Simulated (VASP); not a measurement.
The system is As.

```
As
1.0
     2.95693    0.00000    0.00000
    -1.47846    2.56077    0.00000
     0.00000    0.00000   10.04363
As
4
Direct
  0.00000 0.00000 0.00000
  0.00000 0.00000 0.50000
  0.33333 0.66667 0.75000
  0.66667 0.33333 0.25000
```

This isn't the form of As at room conditions, which is rhombohedral.

* Program: VASP 6.6.1
* Task: relaxation of cell and atoms
* Functional: r2SCAN
* Potentials or basis: VASP PAW PBE potentials, release 64 (As)
* Cutoff: 600 eV
* k mesh: 18 × 18 × 6
* Occupations: gaussian, width 0.1 eV
* Spin: no spin polarisation

At the start: pressure 0.0 GPa; volume 19.01 Å³/atom.

Problem. Where does the relaxation end?

Solution. Over 14 steps the energy falls by 4.9 meV/atom and the volume is 19.19 Å³/atom (+0.9 %); space group P6_3/mmc (No. 194, to 0.1 Å) before and after.

Step by step:
```csv
step,energy change (eV),largest force (eV/Å),pressure (GPa),volume (Å³)
1,0.0000,0.0000,0.01,76.05
2,-0.0001,0.0000,0.01,76.06
3,-0.0004,0.0000,0.03,76.09
4,-0.0018,0.0000,0.09,76.14
5,-0.0073,0.0000,0.20,76.23
6,-0.0189,0.0000,0.29,76.39
7,0.0047,0.0000,0.88,76.61
8,-0.0193,0.0000,0.34,76.44
9,-0.0194,0.0000,0.32,76.43
10,-0.0195,0.0000,0.29,76.47
11,-0.0195,0.0000,0.27,76.49
12,-0.0196,0.0000,0.25,76.52
13,-0.0197,0.0000,0.14,76.59
14,-0.0197,0.0000,-0.03,76.75
```

Final structure:
```xyz
4
Lattice="2.9092 0.0000 0.0000 -1.4546 2.5194 0.0000 0.0000 0.0000 10.4711" Properties=species:S:1:pos:R:3 pbc="T T T"
As    0.0000    0.0000    0.0000
As    0.0000    0.0000    5.2355
As    0.0000    1.6796    7.8533
As    1.4546    0.8398    2.6178
```

Caveat: the highest band is partly filled, so the run has too few bands; the PAW data sets were made with another functional, which shifts forces and pressure a little.
